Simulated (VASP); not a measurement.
# WS2 in VASP: notebook

Runs on WS2. Level: PBE+D3(BJ). Tasks: single point.

Everything below comes from runs of VASP 6.6.1. Logs are shortened: lines on timing, memory, paths and dates and some standing lists are left out, and cuts for length are marked.

### Step 1. The cell of the first run

The cell holds a slab with vacuum, 6 atoms: a = 3.160 Å, b = 3.160 Å, c = 23.804 Å, α = 90.00°, β = 90.00°, γ = 120.00°.

### Step 2. Single point, PBE+D3(BJ)

INCAR reads:

```
  PREC = Accurate
  ENCUT = 520
  EDIFF = 1E-7
  ISMEAR = 0
  SIGMA = 0.05
  LREAL = F
  LASPH = T
  NELM = 80
  ALGO = Normal
  ISIF = 2
  LWAVE = F
  LCHARG = F
  LDIPOL = T
  IDIPOL = 3
  DIPOL = 0.5 0.5 0.398
  GGA = PE
  IVDW = 12
  NBANDS = 35
```

KPOINTS reads:

```
Automatic mesh
0
Gamma
  9 9 1
```

POSCAR reads:

```
WS2
1.0
    3.1595456749      0.0000000000      0.0000000000
   -1.5797728375      2.7362468188      0.0000000000
    0.0000000000      0.0000000000     23.8042574588
S W
4 2
Direct
    0.3333333333      0.6666666667      0.1890418135
    0.3333333333      0.6666666667      0.3214605094
    0.3333333333      1.0000000000      0.4743743319
    0.3333333333      1.0000000000      0.6067930278
    0.6666666667      0.3333333333      0.2552511583
    0.6666666667      0.6666666667      0.5405836767
```

Potentials or basis: VASP PAW PBE potentials, release 64 (S, W_sv).

Started as:

```bash
> cat potpaw_PBE.64/S/POTCAR potpaw_PBE.64/W_sv/POTCAR > POTCAR
> mpirun -np 1 vasp_std > vasp.out
```

OUTCAR:

```text
PREC = Accurate
   ENCUT = 520
   EDIFF = 1E-7
   ISMEAR = 0
   LREAL = F
   LASPH = T
   NELM = 80
   ISIF = 2
   GGA = PE
   IVDW = 12
 IVDW          = 12

 ion  position               nearest neighbor table
   1  0.333  0.667  0.189-   5 2.41   5 2.41   5 2.41
   2  0.333  0.667  0.321-   5 2.41   5 2.41   5 2.41
   3  0.333  0.000  0.474-   6 2.41   6 2.41   6 2.41
   4  0.333  0.000  0.607-   6 2.41   6 2.41   6 2.41
   5  0.667  0.333  0.255-   1 2.41   1 2.41   1 2.41   2 2.41   2 2.41   2 2.41
   6  0.667  0.667  0.541-   3 2.41   3 2.41   3 2.41   4 2.41   4 2.41   4 2.41

  LATTYP: Found a hexagonal cell.
 ALAT       =     3.1595456749
 C/A-ratio  =     7.5340760692

  Lattice vectors:

 A1 = (   3.1595456749,   0.0000000000,   0.0000000000)
 A2 = (  -1.5797728375,   2.7362468188,   0.0000000000)
 A3 = (   0.0000000000,   0.0000000000,  23.8042574588)

Analysis of symmetry for initial positions (statically):
=====================================================================
 Subroutine PRICEL returns:
 Original cell was already a primitive cell.

 Routine SETGRP: Setting up the symmetry group for a
 hexagonal supercell.

 Subroutine GETGRP returns: Found  2 space group operations
 (whereof  1 operations were pure point group operations)
 out of a pool of 24 trial point group operations.

The static configuration has the point symmetry C_1 .
 The point group associated with its full space group is C_2 .

Analysis of symmetry for dynamics (positions and initial velocities):
=====================================================================
 Subroutine PRICEL returns:
 Original cell was already a primitive cell.

 Routine SETGRP: Setting up the symmetry group for a
 hexagonal supercell.

 Subroutine GETGRP returns: Found  2 space group operations
 (whereof  1 operations were pure point group operations)
 out of a pool of 24 trial point group operations.

The dynamic configuration has the point symmetry C_1 .
 The point group associated with its full space group is C_2 .

 Subroutine INISYM returns: Found  2 space group operations
 (whereof  1 operations are pure point group operations),
 and found     1 'primitive' translations

----------------------------------------------------------------------------------------

                                     Primitive cell

  volume of cell :     205.7949

  direct lattice vectors                    reciprocal lattice vectors
     3.159545675  0.000000000  0.000000000     0.316501201  0.182732053  0.000000000
    -1.579772837  2.736246819  0.000000000     0.000000000  0.365464107  0.000000000
     0.000000000  0.000000000 23.804257459     0.000000000  0.000000000  0.042009292

  length of vectors
     3.159545675  3.159545675 23.804257459     0.365464107  0.365464107  0.042009292

  position of ions in fractional coordinates (direct lattice)
     0.333333333  0.666666667  0.189041813
     0.333333333  0.666666667  0.321460509
     0.333333333  0.000000000  0.474374332
     0.333333333  0.000000000  0.606793028
     0.666666667  0.333333333  0.255251158
     0.666666667  0.666666667  0.540583677

  ion indices of the primitive-cell ions
   primitive index   ion index
                 1           1
                 2           2
                 3           3
                 4           4
                 5           5
                 6           6

----------------------------------------------------------------------------------------

 KPOINTS: Automatic mesh

Automatic generation of k-mesh.
 Grid dimensions read from file:
 generate k-points for:    9    9    1

 Generating k-lattice:

  Cartesian coordinates                     Fractional coordinates (reciprocal lattice)
     0.035166800  0.020303561  0.000000000     0.111111111  0.000000000  0.000000000
     0.000000000  0.040607123  0.000000000     0.000000000  0.111111111  0.000000000
     0.000000000  0.000000000  0.042009292     0.000000000  0.000000000  1.000000000

  Length of vectors
     0.040607123  0.040607123  0.042009292

  Shift w.r.t. Gamma in fractional coordinates (k-lattice)
     0.000000000  0.000000000  0.000000000

 Subroutine IBZKPT returns following result:
 ===========================================

 Found     25 irreducible k-points:

 Following reciprocal coordinates:
            Coordinates               Weight
  0.000000  0.000000  0.000000      1.000000
  0.111111  0.000000  0.000000      2.000000
  0.000000  0.111111  0.000000      4.000000
  0.222222  0.000000  0.000000      2.000000
  0.000000  0.222222  0.000000      4.000000
  0.333333  0.000000  0.000000      2.000000
[... 16 lines left out ...]
 -0.222222 -0.444444  0.000000      4.000000
  0.444444  0.333333  0.000000      4.000000
   k-points           NKPTS =     25   k-points in BZ     NKDIM =     25   number of bands    NBANDS=     35
   number of dos      NEDOS =    301   number of ions     NIONS =      6
   total plane-waves  NPLWV = 103680
   dimension x,y,z NGX =    24 NGY =   24 NGZ =  180
   dimension x,y,z NGXF=    48 NGYF=   48 NGZF=  360
   ions per type =               4   2
   NGX,Y,Z   is equivalent  to a cutoff of  12.63, 12.63, 12.57 a.u.
   NGXF,Y,Z  is equivalent  to a cutoff of  25.26, 25.26, 25.14 a.u.
 SYSTEM =  unknown system
   PREC   = accura    normal or accurate (medium, high low for compatibility)
   ISTART =      0    job   : 0-new  1-cont  2-samecut
   ICHARG =      2    charge: 1-file 2-atom 10-const
   ISPIN  =      1    spin polarized calculation?
   LNONCOLLINEAR =      F non collinear calculations
   LSORBIT =      F    spin-orbit coupling
   LASPH  =      T    aspherical Exc in radial PAW
   ENCUT  =  520.0 eV  38.22 Ry    6.18 a.u.   5.87  5.87 44.26*2*pi/ulx,y,z
   NELM   =     80;   NELMIN=  2; NELMDL= -5     # of ELM steps
   EDIFF  = 0.1E-06   stopping-criterion for ELM
   LREAL  =      F    real-space projection
   EDIFFG = 0.1E-05   stopping-criterion for IOM
   NSW    =      0    number of steps for IOM
   IBRION =     -1    ionic relax: 0-MD 1-quasi-New 2-CG
   NFREE  =      0    steps in history (QN), initial steepest desc. (CG)
   ISIF   =      2    stress and relaxation
   ISYM   =      2    0-nonsym 1-usesym 2-fastsym
   POTIM  = 0.5000    time-step for ionic-motion
   TEBEG  =    0.0;   TEEND  =   0.0 temperature during run
   PSTRESS=    0.0 pullay stress
   NELECT =      52.0000    total number of electrons
   NUPDOWN=      -1.0000    fix difference up-down
   EMIN   =  10.00;   EMAX   =-10.00  energy-range for DOS
   EFERMI =   0.00;   METHOD = LEGACY
   ISMEAR =     0;   SIGMA  =   0.05  broadening in eV -4-tet -1-fermi 0-gaus
   EFERMI_NEDOS =   21; number of points for ismear=-14 and -15
   IALGO  =     38    algorithm
   IMIX   =      4    mixing-type and parameters
     AMIX     =   0.40;   BMIX     =  1.00
     AMIX_MAG =   1.60;   BMIX_MAG =  1.00
  volume/ion in A,a.u.               =      34.30       231.46
  Fermi-wavevector in a.u.,A,eV,Ry     =   1.034978  1.955825 14.574280  1.071179
  Thomas-Fermi vector in A             =   2.169299
   LORBIT       =      0    0 simple, 1 ext, 2 COOP (PROOUT), +10 PAW based schemes
   GGA     = PE    functional components
   LHFCALC =     F    Hartree Fock is set to
   AEXX    =    0.0000 exact exchange contribution
   IVDW    =    12    specifies the selected vdW correction
   LEPSILON=     F    determine dielectric tensor
   LRPA    =     F    only Hartree local field effects (RPA)
 non-spin polarized calculation
 Gauss-broadening in eV      SIGMA  =   0.05
  energy-cutoff  :      520.00
  volume of cell :      205.79
 maximum number of plane-waves:      5566
   NGX = 11   NGY = 11   NGZ = 89

 dipolmoment           0.000000      0.000000      0.000007 electrons x Angstroem

 number of electron      51.9999994 magnetization

 dipolmoment           0.000000      0.000000     -0.000003 electrons x Angstroem

 Free energy of the ion-electron system (eV)
  ---------------------------------------------------
  ext. energy  EPLUGINS =         0.00000000
  ---------------------------------------------------
  free energy    TOTEN  =       -47.32347446 eV

  energy without entropy =      -47.32347446  energy(sigma->0) =      -47.32347446

 E-fermi :   1.3339     XC(G=0):  -6.1830

 val. band max:        0.9260705986   @ k =   0.0000   0.0000   0.0000
 cond. band min:       2.7362565406   @ k =   0.3333   0.3333   0.0000
 fundamental gap:      1.8101859420
 Fermi energy:         1.3339051959

 k-point     1 :       0.0000    0.0000    0.0000
  band No.  band energies     occupation
      1     -73.1939      2.00000
      2     -73.1938      2.00000
      3     -37.4458      2.00000
      4     -37.4458      2.00000
      5     -37.2713      2.00000
      6     -37.2713      2.00000
[... 27 lines left out ...]
     34       3.8881      0.00000
     35       5.8557      0.00000

 k-point     2 :       0.1111    0.0000    0.0000
  band No.  band energies     occupation
      1     -73.1917      2.00000
      2     -73.1916      2.00000
      3     -37.4381      2.00000
      4     -37.4381      2.00000
      5     -37.3139      2.00000
      6     -37.3139      2.00000
[... 27 lines left out ...]
     34       4.1185      0.00000
     35       6.2201      0.00000

 k-point     3 :       0.0000    0.1111    0.0000
  band No.  band energies     occupation
      1     -73.1917      2.00000
      2     -73.1916      2.00000
      3     -37.4381      2.00000
      4     -37.4381      2.00000
      5     -37.3140      2.00000
      6     -37.3139      2.00000
[... 27 lines left out ...]
     34       4.1154      0.00000
     35       6.2204      0.00000
[... 723 lines left out ...]
 k-point    23 :      -0.2222   -0.4444    0.0000
  band No.  band energies     occupation
      1     -73.1741      2.00000
      2     -73.1741      2.00000
      3     -37.5743      2.00000
      4     -37.5742      2.00000
      5     -37.4396      2.00000
      6     -37.4395      2.00000
[... 27 lines left out ...]
     34       6.0900      0.00000
     35       6.9941      0.00000

 k-point    24 :       0.4444    0.3333    0.0000
  band No.  band energies     occupation
      1     -73.1741      2.00000
      2     -73.1741      2.00000
      3     -37.5743      2.00000
      4     -37.5741      2.00000
      5     -37.4396      2.00000
      6     -37.4395      2.00000
[... 27 lines left out ...]
     34       6.0934      0.00000
     35       6.9916      0.00000

 [... further k-points ...]

------------------------ aborting loop because EDIFF is reached ----------------------------------------

 vacuum level on the upper side and lower side of the slab       (xc-potential included)        -0.099        -0.100

 Edisp (eV)   -2.08216

 E8    (eV) :    -0.9046

  FORCE on cell =-STRESS in cart. coord.  units (eV):
  Direction    XX          YY          ZZ          XY          YZ          ZX
  --------------------------------------------------------------------------------------
  -------------------------------------------------------------------------------------
  Total      -0.21784    -0.19958    -0.59491    -0.01581     0.07036    -0.04062
  in kB      -1.69592    -1.55377    -4.63156    -0.12311     0.54780    -0.31627
  external pressure =       -2.63 kB  Pullay stress =        0.00 kB

 VOLUME and BASIS-vectors are now :
 -----------------------------------------------------------------------------
  energy-cutoff  :      520.00
  volume of cell :      205.79
      direct lattice vectors                 reciprocal lattice vectors
     3.159545675  0.000000000  0.000000000     0.316501201  0.182732053  0.000000000
    -1.579772837  2.736246819  0.000000000     0.000000000  0.365464107  0.000000000
     0.000000000  0.000000000 23.804257459     0.000000000  0.000000000  0.042009292

 POSITION                                       TOTAL-FORCE (eV/Angst)
 -----------------------------------------------------------------------------------
     -0.00000      1.82416      4.50000         0.000385      0.000417      0.003926
     -0.00000      1.82416      7.65213         0.007347     -0.014292      0.053533
      1.05318      0.00000     11.29213        -0.008704      0.013509     -0.053533
      1.05318      0.00000     14.44426         0.000554      0.000125     -0.003926
      1.57977      0.91208      6.07606         0.001973     -0.002935      0.041240
      1.05318      1.82416     12.86819        -0.001555      0.003176     -0.041240
 -----------------------------------------------------------------------------------
    total drift:                               -0.000037     -0.000022     -0.000397

  FREE ENERGIE OF THE ION-ELECTRON SYSTEM (eV)
  ---------------------------------------------------
  free  energy   TOTEN  =       -49.4056306441 eV

  energy  without entropy=      -49.4056306441  energy(sigma->0) =      -49.40563064

 vacuum level on the upper side and lower side of the slab         6.393         6.392
```

Wall time 3.7 min (1 thread of Intel Xeon Platinum 8488C (Sapphire Rapids), shared host); peak memory 0.4 GiB.

Results:

- Free energy: -49.4056 eV
- Largest force: 0.056 eV/Å
- Band gap on the k mesh: 1.81 eV, indirect (least direct gap 1.91 eV)
- Dispersion energy per atom: -0.347 eV

Forces in eV/Å, atoms in the order of the input:
```
S    0.000  0.000  0.004
S    0.007 -0.014  0.054
S   -0.009  0.014 -0.054
S    0.001  0.000 -0.004
W    0.002 -0.003  0.041
W   -0.002  0.003 -0.041
```

Caveat: spin-orbit coupling is left out, which moves the levels of the heavy elements.

### Step 3. Single point, PBE+D3(BJ)

INCAR reads:

```
SYSTEM = WS2
PREC = Accurate
ENCUT = 520
EDIFF = 1E-6
ISMEAR = 0
SIGMA = 0.05
LREAL = .False.
LASPH = .True.
NELM = 100
ALGO = Normal
ISIF = 2
LWAVE = .False.
LCHARG = .False.
LDIPOL = .True.
IDIPOL = 3
DIPOL = 0.5 0.5 0.398
GGA = PE
IVDW = 12
NBANDS = 35
```

KPOINTS reads:

```
regular mesh
0
Gamma
  9 9 1
  0 0 0
```

POSCAR reads:

```
WS2
1.0
    3.1595456749      0.0000000000      0.0000000000
   -1.5797728375      2.7362468188      0.0000000000
    0.0000000000      0.0000000000     23.8042574588
S W
4 2
Direct
    0.3333333333      0.6666666667      0.1890418135
    0.3333333333      0.6666666667      0.3214605094
    0.3333333333      0.8333333333      0.4743743319
    0.3333333333      0.8333333333      0.6067930278
    0.6666666667      0.3333333333      0.2552511583
    0.6666666667      0.5000000000      0.5405836767
```

Potentials or basis: VASP PAW PBE potentials, release 64 (S, W_sv).

Started as:

```bash
> cat potpaw_PBE.64/S/POTCAR potpaw_PBE.64/W_sv/POTCAR > POTCAR
> mpirun -np 1 vasp_std > vasp.out
```

It took 3.5 min on 1 thread of Intel Xeon Platinum 8488C (Sapphire Rapids), shared host; peak memory 0.39 GiB.

The run converged. Its results:

| Property | Result |
| --- | --- |
| Free energy | -49.3942 eV |
| Largest force | 0.035 eV/Å |
| Band gap on the k mesh | 1.80 eV, indirect (least direct gap 1.91 eV) |
| Dispersion energy per atom | -0.347 eV |

Forces on the atoms (eV/Å):
```
S    0.000  0.000  0.003
S    0.008 -0.014  0.022
S   -0.008  0.014 -0.022
S    0.000  0.000 -0.003
W    0.002 -0.003  0.035
W   -0.002  0.003 -0.035
```

Levels at points of the mesh, in eV from the valence-band top:
| k point | band 24 | band 25 | band 26 | band 27 | band 28 | band 29 |
| --- | --- | --- | --- | --- | --- | --- |
| (0.00, 0.00, 0.00) | -1.69 | -0.43 | 0.00 | 2.80 | 2.80 | 2.81 |

Caveat: spin-orbit coupling is left out, which moves the levels of the heavy elements.
